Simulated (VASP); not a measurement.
# Sb (R-3m) in VASP: notebook

The runs below take Sb through single point, relaxation of cell and atoms, with PBE+D3(BJ).

Everything below comes from runs of VASP 6.6.1. Logs are shortened: lines on timing, memory, paths and dates and some standing lists are left out, and cuts for length are marked.

### 1 The cell of the first run

The structure is trigonal, space group R-3m (No. 166). Conventional cell: a = 4.317 Å, b = 4.317 Å, c = 11.018 Å, α = 90.00°, β = 90.00°, γ = 120.00°. Sb (site symmetry 3m) has 6 Sb at 2.94 to 3.27 Å within 3.9 Å.

### 2 Single point, PBE+D3(BJ)

Input file INCAR:

```
SYSTEM = Sb
  ALGO = Normal
  EDIFF = 1E-6
  ENCUT = 520
  GGA = PE
  ISIF = 2
  ISMEAR = -1
  IVDW = 12
  LASPH = .TRUE.
  LCHARG = .FALSE.
  LREAL = .FALSE.
  LWAVE = .FALSE.
  NBANDS = 12
  NELM = 60
  PREC = Accurate
  SIGMA = 0.15
```

Input file KPOINTS:

```
k-points
0
G
  12 12 12
  0 0 0
```

Input file POSCAR:

```
Sb
1.0
    2.1583747854      1.2461382634      3.6727505174
   -2.1583747854      1.2461382634      3.6727505174
    0.0000000000     -2.4922765267      3.6727505174
Sb
2
Direct
    0.2371686731      0.2371686731      0.2371686731
    0.7628313269      0.7628313269      0.7628313269
```

Potentials or basis: VASP PAW PBE potentials, release 64 (Sb).

Launch:

```
> cat potpaw_PBE.64/Sb/POTCAR > POTCAR
> mpirun -np 1 vasp_std > vasp.out
```

OUTCAR:

```text
SYSTEM = Sb
   EDIFF = 1E-6
   ENCUT = 520
   GGA = PE
   ISIF = 2
   ISMEAR = -1
   IVDW = 12
   LASPH = .TRUE.
   LREAL = .FALSE.
   NELM = 60
   PREC = Accurate
 IVDW          = 12

 ion  position               nearest neighbor table
   1  0.237  0.237  0.237-   2 2.94   2 2.94   2 2.94   2 3.27   2 3.27   2 3.27
   2  0.763  0.763  0.763-   1 2.94   1 2.94   1 2.94   1 3.27   1 3.27   1 3.27

  LATTYP: Found a trigonal (rhomboedric) cell.
 ALAT       =     4.4385288834
 COS(alpha) =     0.5270604731

  Lattice vectors:

 A1 = (   2.1583747854,   1.2461382634,   3.6727505174)
 A2 = (  -2.1583747854,   1.2461382634,   3.6727505174)
 A3 = (   0.0000000000,  -2.4922765267,   3.6727505174)

Analysis of symmetry for initial positions (statically):
=====================================================================
 Subroutine PRICEL returns:
 Original cell was already a primitive cell.

 Routine SETGRP: Setting up the symmetry group for a
 trigonal (rhombohedral) supercell.

 Subroutine GETGRP returns: Found 12 space group operations
 (whereof 12 operations were pure point group operations)
 out of a pool of 12 trial point group operations.

The static configuration has the point symmetry D_3d.

Analysis of symmetry for dynamics (positions and initial velocities):
=====================================================================
 Subroutine PRICEL returns:
 Original cell was already a primitive cell.

 Routine SETGRP: Setting up the symmetry group for a
 trigonal (rhombohedral) supercell.

 Subroutine GETGRP returns: Found 12 space group operations
 (whereof 12 operations were pure point group operations)
 out of a pool of 12 trial point group operations.

The dynamic configuration has the point symmetry D_3d.

 Subroutine INISYM returns: Found 12 space group operations
 (whereof 12 operations are pure point group operations),
 and found     1 'primitive' translations

----------------------------------------------------------------------------------------

                                     Primitive cell

  volume of cell :      59.2701

  direct lattice vectors                    reciprocal lattice vectors
     2.158374785  1.246138263  3.672750517     0.231655783  0.133746528  0.090758501
    -2.158374785  1.246138263  3.672750517    -0.231655783  0.133746528  0.090758501
     0.000000000 -2.492276527  3.672750517     0.000000000 -0.267493057  0.090758501

  length of vectors
     4.438528883  4.438528883  4.438528883     0.282470602  0.282470602  0.282470602

  position of ions in fractional coordinates (direct lattice)
     0.237168673  0.237168673  0.237168673
     0.762831327  0.762831327  0.762831327

  ion indices of the primitive-cell ions
   primitive index   ion index
                 1           1
                 2           2

----------------------------------------------------------------------------------------

 KPOINTS: k-points

Automatic generation of k-mesh.
 Grid dimensions read from file:
 generate k-points for:   12   12   12

 Generating k-lattice:

  Cartesian coordinates                     Fractional coordinates (reciprocal lattice)
     0.019304649  0.011145544  0.007563208     0.083333333  0.000000000  0.000000000
    -0.019304649  0.011145544  0.007563208     0.000000000  0.083333333  0.000000000
     0.000000000 -0.022291088  0.007563208    -0.000000000 -0.000000000  0.083333333

  Length of vectors
     0.023539217  0.023539217  0.023539217

  Shift w.r.t. Gamma in fractional coordinates (k-lattice)
     0.000000000  0.000000000  0.000000000

 Subroutine IBZKPT returns following result:
 ===========================================

 Found    189 irreducible k-points:

 Following reciprocal coordinates:
            Coordinates               Weight
  0.000000  0.000000  0.000000      1.000000
  0.083333 -0.000000  0.000000      6.000000
  0.166667  0.000000  0.000000      6.000000
  0.250000 -0.000000  0.000000      6.000000
  0.333333  0.000000  0.000000      6.000000
  0.416667  0.000000  0.000000      6.000000
[... 16 lines left out ...]
  0.500000  0.166667  0.000000     12.000000
 -0.416667  0.166667  0.000000     12.000000
 [... further k-points ...]
   k-points           NKPTS =    189   k-points in BZ     NKDIM =    189   number of bands    NBANDS=     12
   number of dos      NEDOS =    301   number of ions     NIONS =      2
   total plane-waves  NPLWV =  46656
   dimension x,y,z NGX =    36 NGY =   36 NGZ =   36
   dimension x,y,z NGXF=    72 NGYF=   72 NGZF=   72
   ions per type =               2
   NGX,Y,Z   is equivalent  to a cutoff of  13.48, 13.48, 13.48 a.u.
   NGXF,Y,Z  is equivalent  to a cutoff of  26.97, 26.97, 26.97 a.u.
 SYSTEM =  Sb
   PREC   = accura    normal or accurate (medium, high low for compatibility)
   ISTART =      0    job   : 0-new  1-cont  2-samecut
   ICHARG =      2    charge: 1-file 2-atom 10-const
   ISPIN  =      1    spin polarized calculation?
   LNONCOLLINEAR =      F non collinear calculations
   LSORBIT =      F    spin-orbit coupling
   LASPH  =      T    aspherical Exc in radial PAW
   ENCUT  =  520.0 eV  38.22 Ry    6.18 a.u.   8.25  8.25  8.25*2*pi/ulx,y,z
   NELM   =     60;   NELMIN=  2; NELMDL= -5     # of ELM steps
   EDIFF  = 0.1E-05   stopping-criterion for ELM
   LREAL  =      F    real-space projection
   EDIFFG = 0.1E-04   stopping-criterion for IOM
   NSW    =      0    number of steps for IOM
   IBRION =     -1    ionic relax: 0-MD 1-quasi-New 2-CG
   NFREE  =      0    steps in history (QN), initial steepest desc. (CG)
   ISIF   =      2    stress and relaxation
   ISYM   =      2    0-nonsym 1-usesym 2-fastsym
   POTIM  = 0.5000    time-step for ionic-motion
   TEBEG  =    0.0;   TEEND  =   0.0 temperature during run
   PSTRESS=    0.0 pullay stress
   NELECT =      10.0000    total number of electrons
   NUPDOWN=      -1.0000    fix difference up-down
   EMIN   =  10.00;   EMAX   =-10.00  energy-range for DOS
   EFERMI =   0.00;   METHOD = LEGACY
   ISMEAR =    -1;   SIGMA  =   0.15  broadening in eV -4-tet -1-fermi 0-gaus
   EFERMI_NEDOS =   21; number of points for ismear=-14 and -15
   IALGO  =     38    algorithm
   IMIX   =      4    mixing-type and parameters
     AMIX     =   0.40;   BMIX     =  1.00
     AMIX_MAG =   1.60;   BMIX_MAG =  1.00
  volume/ion in A,a.u.               =      29.64       199.99
  Fermi-wavevector in a.u.,A,eV,Ry     =   0.904613  1.709471 11.133987  0.818325
  Thomas-Fermi vector in A             =   2.028081
   LORBIT       =      0    0 simple, 1 ext, 2 COOP (PROOUT), +10 PAW based schemes
   GGA     = PE    functional components
   LHFCALC =     F    Hartree Fock is set to
   AEXX    =    0.0000 exact exchange contribution
   IVDW    =    12    specifies the selected vdW correction
   LEPSILON=     F    determine dielectric tensor
   LRPA    =     F    only Hartree local field effects (RPA)
 non-spin polarized calculation
  energy-cutoff  :      520.00
  volume of cell :       59.27
 maximum number of plane-waves:      1613
 NGX is ok and might be reduce to    36
   NGX = 17   NGY = 17   NGZ = 17

 number of electron      10.0000000 magnetization

 Free energy of the ion-electron system (eV)
  ---------------------------------------------------
  ext. energy  EPLUGINS =         0.00000000
  ---------------------------------------------------
  free energy    TOTEN  =        -8.25517392 eV

  energy without entropy =       -8.21527188  energy(sigma->0) =       -8.23522290

 E-fermi :   7.3815     XC(G=0):  -9.6275

 val. band max:        7.3497065352   @ k =   0.2500   0.2500   0.1667
 cond. band min:       7.3825971366   @ k =   0.5000   0.5000   0.5000
 fundamental gap:      0.0328906014
 Fermi energy:         7.3815453288

 k-point     1 :       0.0000    0.0000    0.0000
  band No.  band energies     occupation
      1      -5.2885      2.00000
      2       2.8064      2.00000
      3       5.4708      1.99999
      4       5.6588      1.99998
      5       5.6588      1.99998
      6       9.9104      0.00000
      7      10.3368      0.00000
      8      10.3368      0.00000
      9      12.3925      0.00000
     10      12.3925      0.00000
     11      12.4980      0.00000
     12      14.0935      0.00000

 k-point     2 :       0.0833   -0.0000    0.0000
  band No.  band energies     occupation
      1      -5.2111      2.00000
      2       2.4183      2.00000
      3       5.4996      1.99999
      4       5.6527      1.99998
      5       5.8495      1.99993
      6       9.7969      0.00000
      7      10.0921      0.00000
      8      10.1070      0.00000
      9      12.1261      0.00000
     10      12.4040      0.00000
     11      12.4392      0.00000
     12      14.6366      0.00000

 k-point     3 :       0.1667    0.0000    0.0000
  band No.  band energies     occupation
      1      -4.9795      2.00000
      2       1.5377      2.00000
      3       5.5311      1.99999
      4       5.6440      1.99998
      5       6.2235      1.99911
      6       9.3826      0.00000
      7       9.5021      0.00000
      8       9.5574      0.00000
      9      12.0237      0.00000
     10      12.5362      0.00000
     11      12.7742      0.00000
     12      15.7907      0.00000
[... 286 lines left out ...]
 k-point    23 :       0.5000    0.1667    0.0000
  band No.  band energies     occupation
      1      -2.9938      2.00000
      2      -1.7018      2.00000
      3       4.0096      2.00000
      4       4.9831      2.00000
      5       5.5025      1.99999
      6       8.9177      0.00007
      7       9.2406      0.00001
      8      10.2776      0.00000
      9      12.9858      0.00000
     10      15.6128      0.00000
     11      16.4630      0.00000
     12      16.6711      0.00000

 k-point    24 :      -0.4167    0.1667    0.0000
  band No.  band energies     occupation
      1      -2.7055      2.00000
      2      -2.0492      2.00000
      3       3.7879      2.00000
      4       5.3247      2.00000
      5       5.7732      1.99996
      6       8.3785      0.00259
      7       8.8488      0.00011
      8      10.6322      0.00000
      9      14.1389      0.00000
     10      14.5075      0.00000
     11      15.1512      0.00000
     12      17.7985      0.00000

 [... further k-points ...]

------------------------ aborting loop because EDIFF is reached ----------------------------------------

 Edisp (eV)   -0.96397

 E8    (eV) :    -0.4497

  FORCE on cell =-STRESS in cart. coord.  units (eV):
  Direction    XX          YY          ZZ          XY          YZ          ZX
  --------------------------------------------------------------------------------------
  -------------------------------------------------------------------------------------
  Total       0.02346     0.02346     0.01057    -0.00000     0.00000    -0.00000
  in kB       0.63426     0.63426     0.28571    -0.00000     0.00000    -0.00000
  external pressure =        0.52 kB  Pullay stress =        0.00 kB

 VOLUME and BASIS-vectors are now :
 -----------------------------------------------------------------------------
  energy-cutoff  :      520.00
  volume of cell :       59.27
      direct lattice vectors                 reciprocal lattice vectors
     2.158374785  1.246138263  3.672750517     0.231655783  0.133746528  0.090758501
    -2.158374785  1.246138263  3.672750517    -0.231655783  0.133746528  0.090758501
     0.000000000 -2.492276527  3.672750517     0.000000000 -0.267493057  0.090758501

 POSITION                                       TOTAL-FORCE (eV/Angst)
 -----------------------------------------------------------------------------------
      0.00000      0.00000      2.61318         0.000000      0.000000      0.035323
      0.00000      0.00000      8.40507         0.000000     -0.000000     -0.035323
 -----------------------------------------------------------------------------------
    total drift:                               -0.000000     -0.000000     -0.000000

  FREE ENERGIE OF THE ION-ELECTRON SYSTEM (eV)
  ---------------------------------------------------
  free  energy   TOTEN  =        -9.2191484109 eV

  energy  without entropy=       -9.1792463709  energy(sigma->0) =       -9.19919739
```

Wall time 2.8 min (1 thread of AMD EPYC 7R43 (Zen 3), shared host); peak memory 0.25 GiB.

Results:

```yaml
Free_energy: -9.2191 eV
Pressure: 0.1 GPa
Largest_force: 0.035 eV/Å
Band_gap_on_the_k_mesh: zero (band 5 reaches 7.58 eV, above the bottom of band 6 at 7.33 eV)
Dispersion_energy_per_atom: -0.482 eV
```

Forces in eV/Å, atoms in the order of the input:
```
Sb   0.000  0.000  0.035
Sb   0.000  0.000 -0.035
```

Caveat: spin-orbit coupling is left out, which moves the levels of the heavy elements; pairwise dispersion overbinds metals, which lowers pressure and volume.

### 3 Relaxation of cell and atoms, PBE+D3(BJ), target pressure 6.4 GPa, at which the enthalpy is minimised

This run uses another cell than the first one, of 26.85 Å³/atom, 0.906 times its volume.

Input file INCAR:

```
SYSTEM = Sb
  ALGO = Normal
  EDIFF = 1E-7
  EDIFFG = -0.002
  ENCUT = 600
  GGA = PE
  IBRION = 2
  ISIF = 3
  ISMEAR = -1
  IVDW = 12
  LASPH = .True.
  LCHARG = .False.
  LREAL = .False.
  LWAVE = .False.
  NELM = 60
  NSW = 80
  PREC = Accurate
  PSTRESS = 64.0
  SIGMA = 0.1
```

Input file KPOINTS:

```
k-points
0
Gamma
  12 12 12
  0 0 0
```

Input file POSCAR:

```
Sb
1.0
    2.1004567231      1.2126992545      3.5140683152
   -2.1004567231      1.2126992545      3.5140683152
    0.0000000000     -2.4253985090      3.5140683152
Sb
2
Direct
    0.2399556734      0.2399556734      0.2399556734
    0.7600443266      0.7600443266      0.7600443266
```

Potentials or basis: VASP PAW PBE potentials, release 64 (Sb).

Launch:

```
> cat potpaw_PBE.64/Sb/POTCAR > POTCAR
> mpirun -np 1 vasp_std > vasp.out
```

It took 8.9 min on 1 thread of AMD EPYC 9R45 (Zen 5), shared host; peak memory 0.27 GiB.

The run converged. Its results:

```yaml
Free_energy: -9.0899 eV
Relaxed_volume: 26.41 Å³/atom
Relaxed_cell: a = 4.212 Å, b = 4.212 Å, c = 4.212 Å, α = 59.96°, β = 59.96°, γ = 59.96°
Space_group_after_relaxing_to_0.05_Å: Pm-3m (No. 221)
Energy_change_on_relaxing_the_enthalpy_is_what_falls: +11.7 meV/atom
Ionic_steps: 20
Pressure_after_relaxing: 6.4 GPa
Band_gap_on_the_k_mesh: zero (band 5 reaches 9.05 eV, above the bottom of band 6 at 8.04 eV)
Dispersion_energy_per_atom: -0.542 eV
```

Step by step:
```tsv
step	energy change (eV)	largest force (eV/Å)	pressure (GPa)	volume (Å³)
1	0.0000	0.2161	6.48	53.71
2	-0.0079	0.1353	6.03	53.81
3	-0.0155	0.0533	5.48	53.95
4	-0.0040	0.0546	5.91	53.61
5	0.0158	0.0602	6.62	53.07
6	0.0194	0.0615	6.75	52.98
7	0.0202	0.0505	6.71	52.95
8	0.0230	0.0293	6.63	52.85
9	0.0302	0.0089	6.71	52.65
10	0.0111	0.0029	5.88	53.14
11	0.0232	0.0069	6.41	52.82
12	0.0230	0.0068	6.40	52.83
13	0.0230	0.0066	6.40	52.82
14	0.0231	0.0060	6.40	52.82
15	0.0233	0.0048	6.40	52.82
16	0.0236	0.0026	6.41	52.81
17	0.0219	0.0018	6.33	52.85
18	0.0226	0.0021	6.37	52.83
19	0.0228	0.0019	6.37	52.83
20	0.0234	0.0014	6.40	52.81
```

Final structure:
```yaml
crystal:
  lattice:
    - [2.10507, 1.21536, 3.44039]
    - [-2.10507, 1.21536, 3.44039]
    - [0.00000, -2.43073, 3.44039]
  atoms:
    - { symbol: Sb, position: [0.24973, 0.24973, 0.24973] }
    - { symbol: Sb, position: [0.75027, 0.75027, 0.75027] }
```

Levels at points of the mesh, in eV from the Fermi level:
```
           k point  band 3  band 4  band 5  band 6  band 7  band 8
(0.00, 0.00, 0.00)   -1.90   -1.89   -1.89    3.55    3.55    3.56
(0.50, 0.00, 0.00)   -0.78   -0.78   -0.75   -0.74    0.40    0.40
(0.50, 0.50, 0.00)   -6.49   -4.14   -4.13    1.68    6.00    6.00
(0.50, 0.50, 0.50)   -0.77   -0.77   -0.74   -0.74    0.39    0.42
```

Caveat: the cell is relaxed towards a set pressure, so the enthalpy falls and the energy may rise; spin-orbit coupling is left out, which moves the levels of the heavy elements; pairwise dispersion overbinds metals, which lowers pressure and volume.

### 4 Single point, PBE+D3(BJ)

This run uses another cell than the first one, of 29.78 Å³/atom, 1.005 times its volume.

Input file INCAR:

```
PREC = Accurate ; ENCUT = 520
EDIFF = 1E-7 ; ISMEAR = 0
SIGMA = 0.1 ; LREAL = False
LASPH = True ; NELM = 100
ALGO = Normal ; ISIF = 2
LWAVE = False ; LCHARG = False
GGA = PE ; IVDW = 12
NBANDS = 12
```

Input file KPOINTS:

```
Automatic mesh
0
Gamma
  12 12 12
```

Input file POSCAR:

```
Sb
1.0
    2.1616083242      1.2480051479      3.6796745351
   -2.1616083242      1.2480051479      3.6796745351
    0.0000000000     -2.4960102957      3.6796745351
Sb
2
Direct
    0.2361487229      0.2361487229      0.2361487229
    0.7638512771      0.7638512771      0.7638512771
```

Launch:

```
> cat potpaw_PBE.64/Sb/POTCAR > POTCAR
> mpirun -np 1 vasp_std > vasp.out
```

Wall time 2.4 min (1 thread of Intel Xeon 8259CL, shared host); peak memory 0.29 GiB.

The run converged. Its results:

| Quantity | Value |
| --- | --- |
| Free energy | -9.2048 eV |
| Pressure | 0.1 GPa |
| Largest force | 0.043 eV/Å |
| Band gap on the k mesh | zero (band 5 reaches 7.50 eV, above the bottom of band 6 at 7.26 eV) |
| Dispersion energy per atom | -0.480 eV |

Forces on the atoms (eV/Å):
```
Sb   0.000  0.000  0.043
Sb   0.000  0.000 -0.043
```

Levels at points of the mesh, in eV from the Fermi level:
| k point | band 2 | band 3 | band 4 | band 5 | band 6 | band 7 | band 8 | band 9 |
| --- | --- | --- | --- | --- | --- | --- | --- | --- |
| (0.00, 0.00, 0.00) | -4.65 | -1.93 | -1.79 | -1.79 | 2.38 | 2.87 | 2.87 | 4.98 |
| (0.50, 0.00, 0.00) | -9.67 | -1.72 | -1.54 | -0.27 | -0.12 | 0.28 | 0.33 | 7.92 |
| (0.50, 0.50, 0.00) | -7.84 | -5.53 | -3.73 | -3.69 | 1.66 | 5.11 | 5.52 | 7.18 |
| (0.50, 0.50, 0.50) | -9.10 | -1.22 | -1.22 | -0.41 | -0.01 | -0.01 | 0.99 | 7.37 |

Caveat: spin-orbit coupling is left out, which moves the levels of the heavy elements; pairwise dispersion overbinds metals, which lowers pressure and volume.

(Part 1 of 2 ends here.)
